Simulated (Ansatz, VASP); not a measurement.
CoO in VASP and in Ansatz

The input INCAR:

```
SYSTEM = CoO
ALGO = Normal
EDIFF = 1E-7
ENCUT = 520
GGA = PE
ISIF = 2
ISMEAR = 0
ISPIN = 2
LASPH = .True.
LCHARG = .False.
LMAXMIX = 4
LORBIT = 11
LREAL = .False.
LWAVE = .False.
MAGMOM = 2.73 0.34
NBANDS = 18
NELM = 150
PREC = Accurate
SIGMA = 0.15
```

KPOINTS

```
k-points
0
Gamma
  22 22 22
  0 0 0
```

POSCAR

```
CoO
1.0
    0.0000000000      2.3926483011      1.6916023489
    2.3926483011      0.0000000000      1.6916023489
    2.3926483011      2.3926483011      0.0000000000
Co O
1 1
Direct
    0.0000000000      0.0000000000      0.0000000000
    0.5000000000      0.5000000000      0.5000000000
```

Input for Ansatz:

```yaml
crystal:
  lattice:
    - [0.0, 2.3926483011, 1.6916023489]
    - [2.3926483011, 0.0, 1.6916023489]
    - [2.3926483011, 2.3926483011, 0.0]
  atoms:
    - { symbol: Co, position: [0.0, 0.0, 0.0], spin: 2.73 }
    - { symbol: O, position: [0.5, 0.5, 0.5], spin: 0.34 }
basis:
  ecutwfc: 420
kpoints:
  mp_grid: { grid: [22, 22, 22] }
hamiltonian:
  xc: pbe
scf:
  occupations: { method: gaussian, width: 0.15 }
output:
  forces: true
  stress: true
  eigenvalues: true
  populations: true
magnetization:
  spin_polarized: true
```

Alike in both runs: task single point; functional PBE; k mesh 22 × 22 × 22; occupations gaussian, width 0.15 eV; collinear spin.

|  | VASP | Ansatz |
| --- | --- | --- |
| version | VASP 6.6.1 | Ansatz 0.2.0 |
| potentials or method | VASP PAW PBE potentials, release 64 (Co, O), cutoff 520 eV | scalar-relativistic, plane waves, PAW |
| valence electrons in the cell | 15 | 23 |

|  | VASP | Ansatz | Ansatz less VASP |
| --- | --- | --- | --- |
| gap on the k mesh at the Fermi level (eV) | none | none | - |
| net moment per atom (μB) | 1.25 | 1.25 | +0.002 |
| size of the moment on the site where the two differ most (μB) | 2.14 | 1.87 | -0.269 |

Site moments also hang on the region over which each program counts them. A gap of «none» marks a metal or a gap that the smearing closes. With one functional, cell and mesh, what is left measures potentials, basis and numerics. VASP's potentials hold 15 valence electrons a cell and Ansatz's 23, so a difference there can come from the potentials and not from the codes.
